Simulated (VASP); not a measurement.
Input of a VASP 6.6.1 run:

Contents of INCAR:

```
PREC = Accurate
ENCUT = 520
EDIFF = 1E-6
ISMEAR = 0
SIGMA = 0.02
LREAL = F
LASPH = T
NELM = 100
ALGO = Normal
ISIF = 2
LWAVE = F
LCHARG = F
GGA = PS
IBRION = 2
NSW = 50
EDIFFG = -0.01
```

The input KPOINTS:

```
regular mesh
0
Gamma
  6 6 6
```

File POSCAR:

```
AlGa3N4
1.0
    4.2812562205      0.0000000000      0.0000000000
    0.0000000000      4.2812562205      0.0000000000
    0.0000000000      0.0000000000      4.2812562205
Al Ga N
1 3 4
Direct
    0.0000000000      0.0000000000      0.0000000000
    0.5000000000      0.5000000000      0.0000000000
    0.5000000000      0.0000000000      0.5000000000
    0.0000000000      0.5000000000      0.5000000000
    0.7551302381      0.7551302381      0.2448697619
    0.7551302381      0.2448697619      0.7551302381
    0.2448697619      0.7551302381      0.7551302381
    0.2448697619      0.2448697619      0.2448697619
```

Potentials or basis: VASP PAW PBE potentials, release 64 (Al, Ga_d, N).

Command:

```console
$ cat potpaw_PBE.64/Al/POTCAR potpaw_PBE.64/Ga_d/POTCAR potpaw_PBE.64/N/POTCAR > POTCAR
$ mpirun -np 1 vasp_std > vasp.out
```

Estimate the band gap on the k mesh.

3.21 eV.

Final structure:
```cif
data_structure
_symmetry_space_group_name_H-M 'P 1'
_symmetry_Int_Tables_number 1
_cell_length_a 4.2813
_cell_length_b 4.2813
_cell_length_c 4.2813
_cell_angle_alpha 90.000
_cell_angle_beta 90.000
_cell_angle_gamma 90.000
_cell_volume 78.47
loop_
_atom_site_label
_atom_site_type_symbol
_atom_site_fract_x
_atom_site_fract_y
_atom_site_fract_z
_atom_site_occupancy
Al1 Al 0.00000 0.00000 0.00000 1
Ga1 Ga 0.50000 0.50000 0.00000 1
Ga2 Ga 0.50000 0.00000 0.50000 1
Ga3 Ga 0.00000 0.50000 0.50000 1
N1 N 0.75513 0.75513 0.24487 1
N2 N 0.75513 0.24487 0.75513 1
N3 N 0.24487 0.75513 0.75513 1
N4 N 0.24487 0.24487 0.24487 1
```

 A k mesh can miss the band edges.
